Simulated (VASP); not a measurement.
# ZrS2 (P-3m1) in VASP: notebook

Runs on ZrS2. Level: PBEsol. Tasks: vibrations by perturbation theory.

All numbers are computed with VASP 6.6.1; they aren't measurements. Logs are shortened: lines on timing, memory, paths and dates and some standing lists are left out, and cuts for length are marked.

**1. The cell of the first run**

The structure is trigonal, space group P-3m1 (No. 164). The conventional cell has a = 3.592 Å, b = 3.592 Å, c = 5.609 Å, α = 90.00°, β = 90.00°, γ = 120.00°. Zr (site symmetry -3m) has 6 S at 2.54 Å within 3.3 Å. Within 3.4 Å of S (site symmetry 3m) lie 3 Zr at 2.54 Å and 3 S at 3.39 Å.

**2. Vibrations by perturbation theory, PBEsol**

File INCAR:

```
ALGO = Normal
EDIFF = 1E-8
ENCUT = 500
GGA = PS
GGA_COMPAT = False
IBRION = 8
ISIF = 2
ISMEAR = 0
LASPH = True
LCHARG = False
LEPSILON = True
LREAL = False
LWAVE = False
NELM = 120
NSW = 1
PREC = Accurate
SIGMA = 0.01
```

File KPOINTS:

```
k-points
0
Gamma
  12 12 6
```

File POSCAR:

```
ZrS2
1.0
    3.5916271711      0.0000000000      0.0000000000
   -1.7958135856      3.1104403711      0.0000000000
    0.0000000000      0.0000000000      5.6089617131
Zr S
1 2
Direct
    0.0000000000      0.0000000000      0.0000000000
    0.3333333333      0.6666666667      0.2608124110
    0.6666666667      0.3333333333      0.7391875890
```

Potentials or basis: VASP PAW PBE potentials, release 64 (Zr_sv, S).

Command:

```sh
$ cat potpaw_PBE.64/Zr_sv/POTCAR potpaw_PBE.64/S/POTCAR > POTCAR
$ mpirun -np 1 vasp_std > vasp.out
```

OUTCAR:

```text
EDIFF = 1E-8
   ENCUT = 500
   GGA = PS
   IBRION = 8
   ISIF = 2
   ISMEAR = 0
   LASPH = True
   LEPSILON = True
   LREAL = False
   NELM = 120
   NSW = 1
   PREC = Accurate

 ion  position               nearest neighbor table
   1  0.000  0.000  0.000-   2 2.54   3 2.54   3 2.54   2 2.54   3 2.54   2 2.54
   2  0.333  0.667  0.261-   1 2.54   1 2.54   1 2.54
   3  0.667  0.333  0.739-   1 2.54   1 2.54   1 2.54

  LATTYP: Found a hexagonal cell.
 ALAT       =     3.5916271711
 C/A-ratio  =     1.5616770466

  Lattice vectors:

 A1 = (   3.5916271711,   0.0000000000,   0.0000000000)
 A2 = (  -1.7958135856,   3.1104403711,   0.0000000000)
 A3 = (   0.0000000000,   0.0000000000,   5.6089617131)

Analysis of symmetry for initial positions (statically):
=====================================================================
 Subroutine PRICEL returns:
 Original cell was already a primitive cell.

 Routine SETGRP: Setting up the symmetry group for a
 hexagonal supercell.

 Subroutine GETGRP returns: Found 12 space group operations
 (whereof 12 operations were pure point group operations)
 out of a pool of 24 trial point group operations.

The static configuration has the point symmetry D_3d.

Analysis of symmetry for dynamics (positions and initial velocities):
=====================================================================
 Subroutine PRICEL returns:
 Original cell was already a primitive cell.

 Routine SETGRP: Setting up the symmetry group for a
 hexagonal supercell.

 Subroutine GETGRP returns: Found 12 space group operations
 (whereof 12 operations were pure point group operations)
 out of a pool of 24 trial point group operations.

The dynamic configuration has the point symmetry D_3d.

 Subroutine INISYM returns: Found 12 space group operations
 (whereof 12 operations are pure point group operations),
 and found     1 'primitive' translations

----------------------------------------------------------------------------------------

                                     Primitive cell

  volume of cell :      62.6608

  direct lattice vectors                    reciprocal lattice vectors
     3.591627171  0.000000000  0.000000000     0.278425335  0.160748942  0.000000000
    -1.795813586  3.110440371  0.000000000     0.000000000  0.321497885  0.000000000
     0.000000000  0.000000000  5.608961713     0.000000000  0.000000000  0.178286116

  length of vectors
     3.591627171  3.591627171  5.608961713     0.321497885  0.321497885  0.178286116

  position of ions in fractional coordinates (direct lattice)
     0.000000000  0.000000000  0.000000000
     0.333333333  0.666666667  0.260812411
     0.666666667  0.333333333  0.739187589

  ion indices of the primitive-cell ions
   primitive index   ion index
                 1           1
                 2           2
                 3           3

----------------------------------------------------------------------------------------

 KPOINTS: k-points

Automatic generation of k-mesh.
 Grid dimensions read from file:
[... 631 lines left out ...]
     0.00000 -0.00042 -0.00000           (  0.00000 -0.00003 -0.00000)
    -0.00000  0.00000  0.00999           (  0.00000  0.00000  0.00002)

 PIEZOELECTRIC TENSOR FIELD DIRECTION 3  (C/m^2)
 -----------------------------------------------------------------------------
    -0.00011 -0.00000  0.00000
     0.00000 -0.00011 -0.00000
    -0.00000  0.00000  0.00255

--------------------------------------- Ionic step        4  -------------------------------------------

------------------------ aborting loop because EDIFF is reached ----------------------------------------

[... ionic steps 5 to 5 ...]

--------------------------------------- Ionic step        6  -------------------------------------------

------------------------ aborting loop because EDIFF is reached ----------------------------------------

--------------------------------------- Ionic step        7  -------------------------------------------

------------------------ aborting loop because EDIFF is reached ----------------------------------------

[... ionic steps 8 to 8 ...]

--------------------------------------- Ionic step        9  -------------------------------------------

 Free energy of the ion-electron system (eV)
  ---------------------------------------------------
  ---------------------------------------------------
  free energy    TOTEN  =        -0.12358721 eV

  energy without entropy =       -0.12358721

------------------------ aborting loop because EDIFF is reached ----------------------------------------

 INTERNAL STRAIN TENSOR  FOR ION    2  DIRECTION 3   (eV/Angst):
 -----------------------------------------------------------------------------
   -10.30307  0.00000  0.00000
     0.00000-10.30307 -0.00000
     0.00000  0.00000-15.30858

 MACROSCOPIC STATIC DIELECTRIC TENSOR (including local field effects in DFT)
 ------------------------------------------------------
          13.321227    -0.000000     0.000000
          -0.000000    13.321227     0.000000
          -0.000000     0.000000     7.777205
 ------------------------------------------------------

 PIEZOELECTRIC TENSOR (including local field effects)  for field in x, y, z        (e  Angst)
          XX          YY          ZZ          XY          YZ          ZX
  --------------------------------------------------------------------------------
  x     0.00000     0.00000     0.00000     0.00000     0.00000     0.00000
  y     0.00000     0.00000     0.00000     0.00000     0.00000     0.00000
  z     0.00000     0.00000     0.00000     0.00000     0.00000     0.00000

 PIEZOELECTRIC TENSOR (including local field effects)  for field in x, y, z        (C/m^2)
          XX          YY          ZZ          XY          YZ          ZX
  --------------------------------------------------------------------------------
  x     0.00000     0.00000     0.00000     0.00000     0.00000     0.00000
  y     0.00000     0.00000     0.00000     0.00000     0.00000     0.00000
  z     0.00000     0.00000     0.00000     0.00000     0.00000     0.00000

 BORN EFFECTIVE CHARGES (including local field effects) (in |e|, cummulative output)
 ---------------------------------------------------------------------------------
 ion    1
    1     7.04060    -0.00000     0.00000
    2    -0.00000     7.04060     0.00000
    3    -0.00000     0.00000     2.27556
 ion    2
    1    -3.52030     0.00000     0.00000
    2     0.00000    -3.52030     0.00000
    3     0.00000     0.00000    -1.13778
 ion    3
    1    -3.52030     0.00000     0.00000
    2     0.00000    -3.52030     0.00000
    3     0.00000     0.00000    -1.13778

 INTERNAL STRAIN TENSOR FOR ION    3 for displacements in x,y,z  (eV/Angst):
          X           Y           Z          XY          YZ          ZX
  --------------------------------------------------------------------------------
  x     0.00000    -0.00000     0.00000    -4.02321    -0.00000     9.94058
  y    -4.02321     4.02321    -0.00000    -0.00000    11.05209    -0.00000
  z    10.30307    10.30307    15.30858    -0.00000     0.00000    -0.00000

 SECOND DERIVATIVES (NOT SYMMETRIZED)
 ------------------------------------
               1X          1Y          1Z          2X          2Y          2Z          3X          3Y          3Z
  1X    -4.045402    0.000000    0.000000    2.022701   -0.000000    0.000000    2.022701   -0.000000    0.000000
  1Y     0.000000   -4.045402    0.000000   -0.000000    2.022701    0.000000   -0.000000    2.022701    0.000000
  1Z    -0.000000    0.000000  -15.145028    0.000000    0.000000    7.572514    0.000000    0.000000    7.572514
  2X     1.933198   -0.000000    0.000000   -4.795730    0.000000   -0.000000    2.862533   -0.000000   -0.000000
  2Y    -0.000000    1.933198    0.000000    0.000000   -4.795730    0.000000   -0.000000    2.862533    0.000000
  2Z     0.000000    0.000000    7.569902    0.000000    0.000000  -10.031568    0.000000    0.000000    2.461666
  3X     1.933198   -0.000000    0.000000    2.862533   -0.000000   -0.000000   -4.795730    0.000000   -0.000000
  3Y    -0.000000    1.933198    0.000000   -0.000000    2.862533    0.000000    0.000000   -4.795730    0.000000
  3Z     0.000000    0.000000    7.569902    0.000000    0.000000    2.461666    0.000000    0.000000  -10.031568

 Eigenvectors and eigenvalues of the dynamical matrix
 ----------------------------------------------------

   1 f  =    9.913199 THz    62.286468 2PiTHz  330.668737 cm-1    40.997680 meV
             X         Y         Z           dx          dy          dz
      0.000000  0.000000  0.000000     0.000000   -0.000000   -0.642565
     -0.000000  2.073627  1.462887     0.000000   -0.000000    0.541807
      1.795814  1.036813  4.146075    -0.000000    0.000000    0.541807
[... 43 lines left out ...]
   9 f/i=    0.056550 THz     0.355317 2PiTHz    1.886318 cm-1     0.233874 meV
             X         Y         Z           dx          dy          dz
      0.000000  0.000000  0.000000     0.500971   -0.570254    0.000000
     -0.000000  2.073627  1.462887     0.303826   -0.345845    0.000000
      1.795814  1.036813  4.146075     0.303826   -0.345845    0.000000

--------------------------------------------------------------------------------------------------------

 MACROSCOPIC STATIC DIELECTRIC TENSOR IONIC CONTRIBUTION
 ------------------------------------------------------
          35.907417    -0.000000    -0.000000
          -0.000000    35.907417     0.000000
          -0.000000     0.000000     0.987480
 ------------------------------------------------------

 ELASTIC MODULI CONTR FROM IONIC RELAXATION (kBar)
 Direction    XX          YY          ZZ          XY          YZ          ZX
 --------------------------------------------------------------------------------
 XX        -542.5976   -326.4302   -645.6121      0.0000    296.9149     -0.0000
 YY        -326.4302   -542.5976   -645.6121      0.0000   -296.9149      0.0000
 ZZ        -645.6121   -645.6121   -959.2673      0.0000      0.0000     -0.0000
 XY           0.0000      0.0000      0.0000   -108.0837      0.0000    267.0541
 YZ         296.9149   -296.9149      0.0000      0.0000   -815.6499      0.0000
 ZX          -0.0000      0.0000     -0.0000    267.0541      0.0000   -659.8397
 --------------------------------------------------------------------------------

 PIEZOELECTRIC TENSOR IONIC CONTR  for field in x, y, z        (C/m^2)
          XX          YY          ZZ          XY          YZ          ZX
  --------------------------------------------------------------------------------
  x    -0.00000     0.00000    -0.00000    -0.00000     0.00000     0.00000
  y     0.00000    -0.00000    -0.00000     0.00000    -0.00000    -0.00000
  z    -0.00000    -0.00000    -0.00000    -0.00000    -0.00000     0.00000
```

Wall time 45 min (1 thread of Intel Xeon Platinum 8488C (Sapphire Rapids), shared host); peak memory 0.96 GiB.

What came out:

| Item | Value |
| --- | --- |
| Electronic dielectric tensor (diagonal) | 13.32, 13.32, 7.78 |
| Born charges (mean of the diagonal) | Zr +5.45; S -2.73 e |
| Highest phonon frequency at Γ, LO-TO splitting left out | 331 cm⁻¹ |

Phonon frequencies in cm⁻¹ (negative: imaginary):
```
              q point                      frequencies
(0.000, 0.000, 0.000)  -2 -2 0 169 169 255 255 325 331
```

Electronic dielectric tensor:
```
13.32  0.00  0.00
 0.00 13.32  0.00
 0.00  0.00  7.78
```

Born effective charge tensors (e):
atom 1, Zr
```
7.04 0.00 0.00
0.00 7.04 0.00
0.00 0.00 2.28
```
atom 2, S
```
-3.52  0.00  0.00
 0.00 -3.52  0.00
 0.00  0.00 -1.14
```
atom 3, S
```
-3.52  0.00  0.00
 0.00 -3.52  0.00
 0.00  0.00 -1.14
```

Caveat: the cell stands under pressure or tension, which shifts response properties; the PAW data sets were made with another functional, which shifts forces and pressure a little.

**3. Vibrations by perturbation theory, PBEsol**

This run uses another cell than the first one, of 22.36 Å³/atom.

File INCAR:

```
SYSTEM = ZrS2
PREC     = Accurate       ! precision mode
ENCUT    = 500            ! plane-wave cutoff, eV
EDIFF    = 1E-8           ! SCF threshold, eV
ISMEAR   = 0              ! smearing method
SIGMA    = 0.01           ! smearing width, eV
LREAL    = .False.        ! projectors in reciprocal space
LASPH    = .True.         ! aspherical terms in the spheres
NELM     = 120            ! most SCF steps
ALGO     = Normal         ! electronic algorithm
ISIF     = 2              ! what is computed and relaxed
LWAVE    = .False.        ! write WAVECAR
LCHARG   = .False.        ! write CHGCAR
GGA      = PS             ! functional
NBANDS   = 19             ! bands
IBRION   = 8              ! ionic algorithm
NSW      = 1              ! ionic steps
LEPSILON = .True.         ! dielectric tensor by DFPT
GGA_COMPAT= .False.
```

File KPOINTS:

```
regular mesh
0
Gamma
  12 12 6
  0 0 0
```

File POSCAR:

```
ZrS2
1.0
    3.6273750713      0.0000000000      0.0000000000
   -1.8136875357      3.1413989608      0.0000000000
    0.0000000000      0.0000000000      5.8874526944
Zr S
1 2
Direct
    0.0000000000      0.0000000000      0.0000000000
    0.3333333333      0.6666666667      0.2468122995
    0.6666666667      0.3333333333      0.7531877005
```

Potentials or basis: VASP PAW PBE potentials, release 64 (Zr_sv, S).

Command:

```sh
$ cat potpaw_PBE.64/Zr_sv/POTCAR potpaw_PBE.64/S/POTCAR > POTCAR
$ mpirun -np 1 vasp_std > vasp.out
```

OUTCAR:

```text
SYSTEM = ZrS2
   PREC = Accurate
   ENCUT = 500
   EDIFF = 1E-8
   ISMEAR = 0
   LREAL = .False.
   LASPH = .True.
   NELM = 120
   ISIF = 2
   GGA = PS
   IBRION = 8
   NSW = 1
   LEPSILON = .True.

 ion  position               nearest neighbor table
   1  0.000  0.000  0.000-   2 2.55   3 2.55   3 2.55   2 2.55   3 2.55   2 2.55
   2  0.333  0.667  0.247-   1 2.55   1 2.55   1 2.55
   3  0.667  0.333  0.753-   1 2.55   1 2.55   1 2.55
[... 926 lines left out ...]
   9 f/i=    0.001572 THz     0.009879 2PiTHz    0.052445 cm-1     0.006502 meV
             X         Y         Z           dx          dy          dz
      0.000000  0.000000  0.000000    -0.746532   -0.173801    0.000000
     -0.000000  2.094266  1.453096    -0.442310   -0.102975   -0.000000
      1.813688  1.047133  4.434357    -0.442310   -0.102975    0.000000

--------------------------------------------------------------------------------------------------------

 MACROSCOPIC STATIC DIELECTRIC TENSOR IONIC CONTRIBUTION
 ------------------------------------------------------
          37.919950    -0.000000     0.000000
          -0.000000    37.919950     0.000000
           0.000000     0.000000     0.700096
 ------------------------------------------------------

 ELASTIC MODULI CONTR FROM IONIC RELAXATION (kBar)
 Direction    XX          YY          ZZ          XY          YZ          ZX
 --------------------------------------------------------------------------------
 XX        -506.1055   -322.5103   -658.6857      0.0000    266.4806     -0.0000
 YY        -322.5103   -506.1055   -658.6857      0.0000   -266.4806      0.0000
 ZZ        -658.6857   -658.6857  -1047.2088      0.0000     -0.0000      0.0000
 XY           0.0000      0.0000      0.0000    -91.7976      0.0000    239.3231
 YZ         266.4806   -266.4806     -0.0000      0.0000   -773.5702      0.0000
 ZX          -0.0000      0.0000      0.0000    239.3231      0.0000   -623.9328
 --------------------------------------------------------------------------------

 PIEZOELECTRIC TENSOR IONIC CONTR  for field in x, y, z        (C/m^2)
          XX          YY          ZZ          XY          YZ          ZX
  --------------------------------------------------------------------------------
  x     0.00000     0.00000     0.00000    -0.00000     0.00000     0.00000
  y    -0.00000     0.00000    -0.00000     0.00000     0.00000    -0.00000
  z    -0.00000    -0.00000    -0.00000     0.00000    -0.00000    -0.00000
```

OSZICAR:

```text
N       E                     dE             d eps       ncg     rms          rms(c)
DAV:   1     0.161818299353E+03    0.16182E+03   -0.11730E+04  3800   0.113E+03
DAV:   2    -0.147160843059E+02   -0.17653E+03   -0.17189E+03  4874   0.273E+02
DAV:   3    -0.243059724990E+02   -0.95899E+01   -0.95370E+01  6400   0.578E+01
DAV:   4    -0.244923470423E+02   -0.18637E+00   -0.18596E+00  5166   0.746E+00
[... 326 lines left out ...]
RMM:  29    -0.124409131927E+00    0.27776E-10    0.17002E-07  4469   0.295E-05    0.389E-07
RMM:  30    -0.124409131977E+00   -0.49768E-10    0.17202E-07  4418   0.295E-05    0.276E-07
RMM:  31    -0.124409132084E+00   -0.10722E-09    0.19761E-07  4802   0.295E-05    0.184E-07
RMM:  32    -0.124409132092E+00   -0.80426E-11    0.14803E-07  4283   0.295E-05    0.187E-07
RMM:  33    -0.124409131979E+00    0.11261E-09    0.17133E-07  4320   0.295E-05    0.783E-08
 Linear response finished
```

Wall time 38 min (1 thread of AMD EPYC 9R45 (Zen 5), shared host); peak memory 1.1 GiB.

Results:

* Electronic dielectric tensor (diagonal): 12.10, 12.10, 5.91
* Born charges (mean of the diagonal): Zr +5.35; S -2.67 e
* Highest phonon frequency at Γ, LO-TO splitting left out: 324 cm⁻¹

Phonon frequencies in cm⁻¹ (negative: imaginary):
```
              q point                    frequencies
(0.000, 0.000, 0.000)  0 0 0 160 160 251 251 313 324
```

Electronic dielectric tensor:
```
12.10  0.00  0.00
 0.00 12.10  0.00
 0.00  0.00  5.91
```

Born effective charge tensors (e):
atom 1, Zr
```
7.05 0.00 0.00
0.00 7.05 0.00
0.00 0.00 1.94
```
atom 2, S
```
-3.52  0.00  0.00
 0.00 -3.52  0.00
 0.00  0.00 -0.97
```
atom 3, S
```
-3.52  0.00  0.00
 0.00 -3.52  0.00
 0.00  0.00 -0.97
```

Caveat: the PAW data sets were made with another functional, which shifts forces and pressure a little; this functional lacks dispersion, which binds the layers, so the pressure and a relaxed spacing across them are unreliable.
